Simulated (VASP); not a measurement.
VO2, 6 atoms in the cell. The structure is tetragonal, space group P4_2/mnm (No. 136). Conventional cell: a = 4.507 Å, b = 4.507 Å, c = 3.044 Å, α = 90.00°, β = 90.00°, γ = 90.00°. V (site symmetry mmm) has 6 O at 1.91 to 1.99 Å within 2.5 Å. O (site symmetry m2m) has 3 V at 1.91 to 1.99 Å and 1 O at 2.55 Å within 2.6 Å. 

- Program: VASP 6.6.1
- Task: single point
- Functional: BLYP
- Potentials or basis: VASP PAW PBE potentials, release 64 (V_sv, O)
- Cutoff: 600 eV
- k mesh: 6 × 6 × 9
- Occupations: fermi-dirac, width 0.05 eV
- Spin: collinear spin, ferromagnetic start
- Starting moments: [2.0, 2.0, 0.0, 0.0, 0.0, 0.0] μB
- Dipole correction: no
- Further INCAR settings: ALGO = Normal; EDIFF = 1e-06; NBANDS = 38

Potentials or basis: VASP PAW PBE potentials, release 64 (V_sv, O).

Command:

```sh
$ cat potpaw_PBE.64/V_sv/POTCAR potpaw_PBE.64/O/POTCAR > POTCAR
$ mpirun -np 1 vasp_std > vasp.out
```

Hardware: 1 thread of Oxide Virtual Turin-like Processor (shared host).

Task: How long does it take, and how much memory?

Result: Wall time 7.5 min on 1 thread of Oxide Virtual Turin-like Processor, on a shared host, peak memory 0.3 GiB. Counts: scf iterations 18, k points 50.
